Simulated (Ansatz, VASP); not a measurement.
# C in VASP and in Ansatz

INCAR

```
  ALGO = Normal
  EDIFF = 1E-7
  ENCUT = 520
  GGA = CA
  ISIF = 2
  ISMEAR = 0
  LASPH = T
  LCHARG = F
  LREAL = F
  LWAVE = F
  NBANDS = 26
  NELM = 100
  PREC = Accurate
  SIGMA = 0.15
```

The input KPOINTS:

```
k-points
0
Gamma
  22 22 4
```

The input POSCAR:

```
C
1.0
   -1.2227748566      2.1167364796      0.0000000000
   -1.2227748566     -2.1167364796      0.0000000000
   -0.4891099426      0.0000000000     13.4706447952
C
8
Direct
    0.8916982410      0.0583017590      0.1250000000
    0.7916982410     -0.0416982410      0.6250000000
    0.2416982410      0.4083017590      0.8750000000
    0.3416982410      0.5083017590      0.3750000000
   -0.0916982410      0.7416982410      0.8750000000
    0.0083017590      0.8416982410      0.3750000000
    0.5583017590      0.3916982410      0.1250000000
    0.4583017590      0.2916982410      0.6250000000
```

Input for Ansatz:

```yaml
crystal:
  lattice:
    - [-1.2227748566, 2.1167364796, 0.0]
    - [-1.2227748566, -2.1167364796, 0.0]
    - [-0.4891099426, 0.0, 13.4706447952]
  atoms:
    - { symbol: C, position: [0.891698241, 0.058301759, 0.125] }
    - { symbol: C, position: [0.791698241, -0.041698241, 0.625] }
    - { symbol: C, position: [0.241698241, 0.408301759, 0.875] }
    - { symbol: C, position: [0.341698241, 0.508301759, 0.375] }
    - { symbol: C, position: [-0.091698241, 0.741698241, 0.875] }
    - { symbol: C, position: [0.008301759, 0.841698241, 0.375] }
    - { symbol: C, position: [0.558301759, 0.391698241, 0.125] }
    - { symbol: C, position: [0.458301759, 0.291698241, 0.625] }
basis:
  ecutwfc: 420
kpoints:
  mp_grid: { grid: [22, 22, 4] }
hamiltonian:
  xc: lda
scf:
  occupations: { method: gaussian, width: 0.15 }
output:
  forces: true
  stress: true
  eigenvalues: true
```

Alike in both runs: task single point; functional LDA; k mesh 22 × 22 × 4; occupations gaussian, width 0.15 eV; no spin polarisation.

|  | VASP | Ansatz |
| --- | --- | --- |
| version | VASP 6.6.1 | Ansatz 0.2.0 |
| potentials or method | VASP PAW LDA potentials, release 64 (C), cutoff 520 eV | scalar-relativistic, plane waves, PAW |
| valence electrons in the cell | 32 | 32 |

```csv
,VASP,Ansatz,Ansatz less VASP
gap on the k mesh at the Fermi level (eV),none,none,-
pressure (GPa),0.8,0.0,-0.81
"traceless stress, the component that is largest in VASP (GPa)",-0.79,0.13,+0.922
rms of the force components (eV/Å),0.008,0.008,0.0000
```

LDA's correlation is that of Perdew and Zunger in VASP and of Perdew and Wang (1992) in Ansatz. Atom by atom the forces differ by 0.000 eV/Å (rms over components). A gap of «none» marks a metal or a gap that the smearing closes.
